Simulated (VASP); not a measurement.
Crystal: Na.

```
Na
1.0
     0.00000    2.69500    2.69500
     2.69500    0.00000    2.69500
     2.69500    2.69500    0.00000
Na
1
Direct
  0.00000 0.00000 0.00000
```

This isn't the form of Na at room conditions, which is bcc.

| Property | Result |
| --- | --- |
| Program | VASP 6.6.1 |
| Task | relaxation of cell and atoms |
| Functional | PBEsol |
| Potentials or basis | VASP PAW PBE potentials, release 64 (Na_pv) |
| Cutoff | 500 eV |
| k mesh | 13 × 13 × 13 |
| Occupations | methfessel-paxton, width 0.1 eV |
| Spin | no spin polarisation |

At the start: pressure -0.5 GPa; volume 39.15 Å³/atom.

Where does the relaxation end?

Over 3 steps the energy falls by 4.8 meV/atom and the volume is 36.34 Å³/atom (-7.2 %); space group Fm-3m (No. 225, to 0.1 Å) before and after.

The path:
```
step  energy change (eV)  largest force (eV/Å)  pressure (GPa)  volume (Å³)
   1              0.0000                0.0000           -0.52        39.15
   2             -0.0021                0.0000           -0.41        38.43
   3             -0.0048                0.0000           -0.01        36.34
```

Final structure:
```
Na
1.0
     0.00000    2.62887    2.62887
     2.62887    0.00000    2.62887
     2.62887    2.62887    0.00000
Na
1
Direct
  0.00000 0.00000 0.00000
```

Caveat: the PAW data sets were made with another functional, which shifts forces and pressure a little.
